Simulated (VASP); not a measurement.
The system is WSe2.

```
W Se
1.0
     3.28381    0.00000    0.00000
    -1.64191    2.84387    0.00000
     0.00000    0.00000   14.66597
W Se
2 4
Cartesian
  0.0000 1.8959 3.6665
  1.6419 0.9480 10.9995
  0.0000 1.8959 9.3384
  1.6419 0.9480 2.0054
  0.0000 1.8959 12.6606
  1.6419 0.9480 5.3276
```

```yaml
Program: VASP 6.6.1
Task: relaxation of shape and atoms at fixed volume
Functional: PBE
Potentials_or_basis: VASP PAW PBE potentials, release 64 (W_sv, Se)
Cutoff: 600 eV
k_mesh: 12 × 12 × 2
Occupations: gaussian, width 0.02 eV
Spin: no spin polarisation
```

At the start: pressure 4.4 GPa; volume 22.83 Å³/atom.

Task: Where does the relaxation end?

Result: Over 8 steps the energy falls by 10.0 meV/atom; space group P6_3/mmc (No. 194, to 0.1 Å) before and after.

Step by step:
```csv
step,energy change (eV),largest force (eV/Å),pressure (GPa),volume (Å³)
1,0.0000,0.5956,4.36,136.96
2,-0.0334,0.0312,1.98,136.96
3,-0.0335,0.0460,2.03,136.96
4,-0.0508,0.0324,1.32,136.96
5,-0.0568,0.0058,-0.28,136.96
6,-0.0601,0.0177,0.32,136.96
7,-0.0601,0.0188,0.34,136.96
8,-0.0601,0.0073,0.24,136.96
```

Final structure:
```
W Se
1.0
     3.31907    0.00000    0.00000
    -1.65953    2.87440    0.00000
     0.00000    0.00000   14.35608
W Se
2 4
Direct
  0.33333 0.66667 0.25000
  0.66667 0.33333 0.75000
  0.33333 0.66667 0.63288
  0.66667 0.33333 0.13288
  0.33333 0.66667 0.86712
  0.66667 0.33333 0.36712
```

Where two steps share one volume, the run began anew on that cell with a basis built for it.

Caveat: this functional lacks dispersion, which binds layers or chains, so the pressure and a relaxed spacing across them are unreliable.
